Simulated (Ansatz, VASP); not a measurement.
**SnO in VASP and in Ansatz**

The input INCAR:

```
PREC = Accurate
ENCUT = 520
EDIFF = 1E-6
ISMEAR = 0
SIGMA = 0.05
LREAL = False
LASPH = True
NELM = 60
ALGO = Normal
ISIF = 2
LWAVE = False
LCHARG = False
LDIPOL = True
IDIPOL = 3
DIPOL = 0.5 0.5 0.401
GGA = PE
IVDW = 12
NBANDS = 50
```

Contents of KPOINTS:

```
Automatic mesh
0
Gamma
  7 7 1
```

The input POSCAR:

```
SnO
1.0
    3.8206509079      0.0000053603      0.0000000000
   -0.0000052472      3.8206509079      0.0000000000
    0.0000000000      0.0000000000     22.2280089981
Sn O
4 4
Direct
    0.9998502662      0.9998502662      0.2024472817
    0.4998491692      0.4998491692      0.3087997895
    0.8748491692      0.9998491692      0.4932517573
    1.3748502662      1.4998502662      0.5996042650
    0.9998512723      0.4998508145      0.2556235141
    0.4998508145      0.9998512723      0.2556235141
    0.8748481630      1.4998486208      0.5464279896
    1.3748486208      0.9998481630      0.5464279896
```

Input for Ansatz:

```yaml
crystal:
  lattice:
    - [3.8206509079, 5.3603e-06, 0.0]
    - [-5.2472e-06, 3.8206509079, 0.0]
    - [0.0, 0.0, 22.2280089981]
  atoms:
    - { symbol: Sn, position: [0.9998502662, 0.9998502662, 0.2024472817] }
    - { symbol: O, position: [0.9998512723, 0.4998508145, 0.2556235141] }
    - { symbol: O, position: [0.4998508145, 0.9998512723, 0.2556235141] }
    - { symbol: Sn, position: [0.4998491692, 0.4998491692, 0.3087997895] }
    - { symbol: Sn, position: [0.8748491692, 0.9998491692, 0.4932517573] }
    - { symbol: O, position: [0.874848163, 1.4998486208, 0.5464279896] }
    - { symbol: O, position: [1.3748486208, 0.999848163, 0.5464279896] }
    - { symbol: Sn, position: [1.3748502662, 1.4998502662, 0.599604265] }
basis:
  ecutwfc: 420
kpoints:
  mp_grid: { grid: [7, 7, 1] }
hamiltonian:
  xc: pbe
  dispersion: d3bj
scf:
  occupations: { method: gaussian, width: 0.05 }
output:
  forces: true
  eigenvalues: true
efield:
  axis: 3
  dipole_correction: true
  ramp_width: 0.04
```

Alike in both runs: task single point; functional PBE; dispersion D3(BJ); k mesh 7 × 7 × 1; occupations gaussian, width 0.05 eV; no spin polarisation.

```csv
,VASP,Ansatz
version,VASP 6.6.1,Ansatz 0.2.0
potentials or method,"VASP PAW PBE potentials, release 64 (Sn_d, O), cutoff 520 eV","scalar-relativistic, plane waves, PAW"
valence electrons in the cell,80,80
```

```tsv
	VASP	Ansatz	Ansatz less VASP
gap on the k mesh at the Fermi level (eV)	2.55	2.59	+0.041
least direct gap on the mesh (eV)	2.57	2.61	+0.040
rms of the force components (eV/Å)	0.054	0.027	-0.0268
```

Ansatz's warnings: structure snapped to symmetry.
